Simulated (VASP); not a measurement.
# MoS2 (P2_1/m) in VASP: single point with PBE+D3(BJ)

Aim: the single point of MoS2 with PBE+D3(BJ).

Everything below comes from runs of VASP 6.6.1. Logs are shortened: lines on timing, memory, paths and dates and some standing lists are left out, and cuts for length are marked.

## (1) The cell of the first run

The structure is monoclinic, space group P2_1/m (No. 11). The conventional cell has a = 3.071 Å, b = 11.789 Å, c = 3.071 Å, α = 90.00°, β = 120.00°, γ = 90.00°. Mo (site symmetry m) has 6 S at 2.34 Å and 6 Mo at 3.07 Å within 3.1 Å. Within 3.1 Å of S (site symmetry 1) lie 3 Mo at 2.34 Å and 8 S at 3.04 to 3.07 Å.

## (2) Single point, PBE+D3(BJ) (atoms displaced along a vibrational mode, the cell strained)

INCAR reads:

```
SYSTEM = MoS2
PREC = Accurate ; ENCUT = 520
EDIFF = 1E-6 ; ISMEAR = 0
SIGMA = 0.05 ; LREAL = .False.
LASPH = .True. ; NELM = 60
ALGO = Normal ; ISIF = 2
LWAVE = .False. ; LCHARG = .False.
GGA = PE ; IVDW = 12
NBANDS = 35
```

KPOINTS reads:

```
regular mesh
0
Gamma
  12 12 4
  0 0 0
```

POSCAR reads:

```
MoS2
1.0
    3.0706239931      0.0000000000      0.0000000000
   -1.5353119966      2.6592383835      0.0000000000
    0.0000000000      0.0000000000     11.7894728657
Mo S
2 4
Direct
    0.1851443981      0.6666666667      0.2500000000
    0.8148556019      0.3333333333      0.7500000000
    0.4805096921      0.6666666667      0.6204968003
    0.5194903079      0.3333333333      0.1204968003
    0.4805096921      0.6666666667      0.8795031997
    0.5194903079      0.3333333333      0.3795031997
```

Potentials or basis: VASP PAW PBE potentials, release 64 (Mo_sv, S).

Command:

```
$ cat potpaw_PBE.64/Mo_sv/POTCAR potpaw_PBE.64/S/POTCAR > POTCAR
$ mpirun -np 1 vasp_std > vasp.out
```

OUTCAR:

```text
SYSTEM = MoS2
   PREC = Accurate
   ENCUT = 520
   EDIFF = 1E-6
   ISMEAR = 0
   LREAL = .False.
   LASPH = .True.
   NELM = 60
   ISIF = 2
   GGA = PE
   IVDW = 12
 IVDW          = 12

 ion  position               nearest neighbor table
   1  0.185  0.667  0.250-   4 2.34   6 2.34   4 2.34   6 2.34   4 2.34   6 2.34
   2  0.815  0.333  0.750-   3 2.34   5 2.34   3 2.34   5 2.34   3 2.34   5 2.34
   3  0.481  0.667  0.620-   2 2.34   2 2.34   2 2.34
   4  0.519  0.333  0.120-   1 2.34   1 2.34   1 2.34
   5  0.481  0.667  0.880-   2 2.34   2 2.34   2 2.34
   6  0.519  0.333  0.380-   1 2.34   1 2.34   1 2.34

  LATTYP: Found a hexagonal cell.
 ALAT       =     3.0706239931
 C/A-ratio  =     3.8394387891

  Lattice vectors:

 A1 = (   3.0706239931,   0.0000000000,   0.0000000000)
 A2 = (  -1.5353119966,   2.6592383835,   0.0000000000)
 A3 = (   0.0000000000,   0.0000000000,  11.7894728657)

Analysis of symmetry for initial positions (statically):
=====================================================================
 Subroutine PRICEL returns:
 Original cell was already a primitive cell.

 Routine SETGRP: Setting up the symmetry group for a
 hexagonal supercell.

 Subroutine GETGRP returns: Found  4 space group operations
 (whereof  2 operations were pure point group operations)
 out of a pool of 24 trial point group operations.

The static configuration has the point symmetry S_2 .
 The point group associated with its full space group is C_2h.

Analysis of symmetry for dynamics (positions and initial velocities):
=====================================================================
 Subroutine PRICEL returns:
 Original cell was already a primitive cell.

 Routine SETGRP: Setting up the symmetry group for a
 hexagonal supercell.

 Subroutine GETGRP returns: Found  4 space group operations
 (whereof  2 operations were pure point group operations)
 out of a pool of 24 trial point group operations.

The dynamic configuration has the point symmetry S_2 .
 The point group associated with its full space group is C_2h.

 Subroutine INISYM returns: Found  4 space group operations
 (whereof  2 operations are pure point group operations),
 and found     1 'primitive' translations

----------------------------------------------------------------------------------------

                                     Primitive cell

  volume of cell :      96.2672

  direct lattice vectors                    reciprocal lattice vectors
[... 99 lines left out ...]
   IBRION =     -1    ionic relax: 0-MD 1-quasi-New 2-CG
   NFREE  =      0    steps in history (QN), initial steepest desc. (CG)
   ISIF   =      2    stress and relaxation
   ISYM   =      2    0-nonsym 1-usesym 2-fastsym
   POTIM  = 0.5000    time-step for ionic-motion
   TEBEG  =    0.0;   TEEND  =   0.0 temperature during run
   PSTRESS=    0.0 pullay stress
   NELECT =      52.0000    total number of electrons
   NUPDOWN=      -1.0000    fix difference up-down
   EMIN   =  10.00;   EMAX   =-10.00  energy-range for DOS
   EFERMI =   0.00;   METHOD = LEGACY
   ISMEAR =     0;   SIGMA  =   0.05  broadening in eV -4-tet -1-fermi 0-gaus
   EFERMI_NEDOS =   21; number of points for ismear=-14 and -15
   IALGO  =     38    algorithm
   IMIX   =      4    mixing-type and parameters
     AMIX     =   0.40;   BMIX     =  1.00
     AMIX_MAG =   1.60;   BMIX_MAG =  1.00
  volume/ion in A,a.u.               =      16.04       108.27
  Fermi-wavevector in a.u.,A,eV,Ry     =   1.333265  2.519506 24.185660  1.777596
  Thomas-Fermi vector in A             =   2.462137
   LORBIT       =      0    0 simple, 1 ext, 2 COOP (PROOUT), +10 PAW based schemes
   GGA     = PE    functional components
   LHFCALC =     F    Hartree Fock is set to
   AEXX    =    0.0000 exact exchange contribution
   IVDW    =    12    specifies the selected vdW correction
   LEPSILON=     F    determine dielectric tensor
   LRPA    =     F    only Hartree local field effects (RPA)
 non-spin polarized calculation
 Gauss-broadening in eV      SIGMA  =   0.05
  energy-cutoff  :      520.00
  volume of cell :       96.27
 maximum number of plane-waves:      2616
   NGX = 11   NGY = 11   NGZ = 43

 number of electron      51.9999996 magnetization

 Free energy of the ion-electron system (eV)
  ---------------------------------------------------
  ext. energy  EPLUGINS =         0.00000000
  ---------------------------------------------------
  free energy    TOTEN  =       -42.85952996 eV

  energy without entropy =      -42.85952996  energy(sigma->0) =      -42.85952996

 E-fermi :   9.6152     XC(G=0): -11.3828

 val. band max:        9.1946348734   @ k =   0.0000   0.0000   0.0000
 cond. band min:       9.8299317139   @ k =   0.1667   0.1667   0.0000
 fundamental gap:      0.6352968406
 Fermi energy:         9.6152325152

 k-point     1 :       0.0000    0.0000    0.0000
  band No.  band energies     occupation
      1     -52.4710      2.00000
      2     -52.4710      2.00000
      3     -26.7269      2.00000
      4     -26.7267      2.00000
      5     -26.3753      2.00000
      6     -26.3753      2.00000
[... 901 lines left out ...]
     34      12.5403      0.00000
     35      17.2051      0.00000

 [... further k-points ...]

------------------------ aborting loop because EDIFF is reached ----------------------------------------

 Edisp (eV)   -2.83834

 E8    (eV) :    -1.1445

  FORCE on cell =-STRESS in cart. coord.  units (eV):
  Direction    XX          YY          ZZ          XY          YZ          ZX
  --------------------------------------------------------------------------------------
  -------------------------------------------------------------------------------------
  Total       7.90982     8.42345    10.12347    -0.09552     0.00000     0.00000
  in kB     131.64337   140.19173   168.48513    -1.58975     0.00000     0.00000
  external pressure =      146.77 kB  Pullay stress =        0.00 kB

 VOLUME and BASIS-vectors are now :
 -----------------------------------------------------------------------------
  energy-cutoff  :      520.00
  volume of cell :       96.27
      direct lattice vectors                 reciprocal lattice vectors
     3.070623993  0.000000000  0.000000000     0.325666706  0.188023760  0.000000000
    -1.535311997  2.659238383  0.000000000     0.000000000  0.376047520  0.000000000
     0.000000000  0.000000000 11.789472866     0.000000000  0.000000000  0.084821434

 POSITION                                       TOTAL-FORCE (eV/Angst)
 -----------------------------------------------------------------------------------
     -0.45503      1.77283      2.94737         0.186626     -0.054353      0.000000
      1.99034      0.88641      8.84210        -0.186626      0.054353      0.000000
      0.45192      1.77283      7.31533        -0.043674      0.121355     -1.136243
      1.08339      0.88641      1.42059         0.043674     -0.121355     -1.136243
      0.45192      1.77283     10.36888        -0.043674      0.121355      1.136243
      1.08339      0.88641      4.47414         0.043674     -0.121355      1.136243
 -----------------------------------------------------------------------------------
    total drift:                                0.000000     -0.000000      0.000000

  FREE ENERGIE OF THE ION-ELECTRON SYSTEM (eV)
  ---------------------------------------------------
  free  energy   TOTEN  =       -45.6978651676 eV

  energy  without entropy=      -45.6978651676  energy(sigma->0) =      -45.69786517
```

OSZICAR:

```text
N       E                     dE             d eps       ncg     rms          rms(c)
DAV:   1     0.460608200385E+03    0.46061E+03   -0.29638E+04 16724   0.143E+03
DAV:   2    -0.221703117631E+02   -0.48278E+03   -0.46644E+03 18488   0.380E+02
DAV:   3    -0.450022337247E+02   -0.22832E+02   -0.22403E+02 18835   0.765E+01
DAV:   4    -0.454372655884E+02   -0.43503E+00   -0.43378E+00 18481   0.107E+01
DAV:   5    -0.454448781357E+02   -0.76125E-02   -0.76112E-02 18309   0.141E+00    0.416E+01
DAV:   6    -0.433774616403E+02    0.20674E+01   -0.96622E+00 16957   0.203E+01    0.146E+01
DAV:   7    -0.431600098348E+02    0.21745E+00   -0.41467E+00 16437   0.126E+01    0.930E+00
DAV:   8    -0.428572398944E+02    0.30277E+00   -0.79903E-01 16506   0.611E+00    0.340E+00
DAV:   9    -0.428683128380E+02   -0.11073E-01   -0.89882E-02 18246   0.148E+00    0.159E+00
DAV:  10    -0.428596031962E+02    0.87096E-02   -0.38017E-02 17023   0.128E+00    0.347E-01
DAV:  11    -0.428596063350E+02   -0.31388E-05   -0.22885E-03 16870   0.311E-01    0.115E-01
DAV:  12    -0.428595191954E+02    0.87140E-04   -0.23623E-04 17091   0.714E-02    0.739E-02
DAV:  13    -0.428595334167E+02   -0.14221E-04   -0.17279E-04 17134   0.607E-02    0.384E-02
DAV:  14    -0.428595305016E+02    0.29151E-05   -0.13068E-05 15043   0.188E-02    0.348E-02
DAV:  15    -0.428595299584E+02    0.54320E-06   -0.39850E-06 14852   0.873E-03
   1 F= -.45697865E+02 E0= -.45697865E+02  d E =-.110618E-11
```

stdout:

```text
POSCAR found type information on POSCAR MoS
 POSCAR found :  2 types and       6 ions
 scaLAPACK will be used
 LDA part: xc-table for (Slater+PW92), standard interpolation
 POSCAR, INCAR and KPOINTS ok, starting setup
 FFT: planning ... GRIDC
 FFT: planning ... GRID_SOFT
 FFT: planning ... GRID
 WAVECAR not read
 entering main loop
```

Wall time 6.6 min (1 thread of Intel Xeon Platinum 8559C (Emerald Rapids), shared host); peak memory 0.65 GiB.

Results:

| Quantity | Value |
| --- | --- |
| Free energy | -45.6979 eV |
| Pressure | 14.7 GPa |
| Largest force | 1.144 eV/Å |
| Band gap on the k mesh | 0.64 eV (least direct gap 1.89 eV) |
| Dispersion energy per atom | -0.473 eV |

Forces on the atoms (eV/Å):
```
Mo   0.187 -0.054  0.000
Mo  -0.187  0.054  0.000
S   -0.044  0.121 -1.136
S    0.044 -0.121 -1.136
S   -0.044  0.121  1.136
S    0.044 -0.121  1.136
```

Levels at points of the mesh, in eV from the valence-band top:
| k point | band 23 | band 24 | band 25 | band 26 | band 27 | band 28 | band 29 | band 30 |
| --- | --- | --- | --- | --- | --- | --- | --- | --- |
| (0.00, 0.00, 0.00) | -2.49 | -1.74 | -1.21 | 0.00 | 1.99 | 2.03 | 2.17 | 2.20 |
| (0.50, 0.00, 0.00) | -2.09 | -1.85 | -1.80 | -1.26 | 1.65 | 1.69 | 1.89 | 2.39 |
| (0.00, 0.50, 0.00) | -1.95 | -1.95 | -1.66 | -1.60 | 1.66 | 1.68 | 2.02 | 2.40 |
| (0.50, 0.50, 0.00) | -2.07 | -1.98 | -1.76 | -1.23 | 1.65 | 1.69 | 2.21 | 2.23 |
| (0.00, 0.00, 0.50) | -2.51 | -2.51 | -0.35 | -0.35 | 2.05 | 2.05 | 2.09 | 2.09 |
| (0.50, 0.00, 0.50) | -1.86 | -1.86 | -1.51 | -1.51 | 1.67 | 1.67 | 2.09 | 2.09 |
| (0.00, 0.50, 0.50) | -1.85 | -1.85 | -1.71 | -1.71 | 1.67 | 1.67 | 2.23 | 2.23 |
| (0.50, 0.50, 0.50) | -1.87 | -1.87 | -1.42 | -1.42 | 1.67 | 1.67 | 2.16 | 2.16 |

Caveat: the cell differs from its parent crystal (atoms displaced along a vibrational mode, the cell strained); the cell stands under pressure; forces of over 1 eV/Å act on the atoms, so gaps and moduli don't describe the material at rest. A k mesh can miss the band edges.
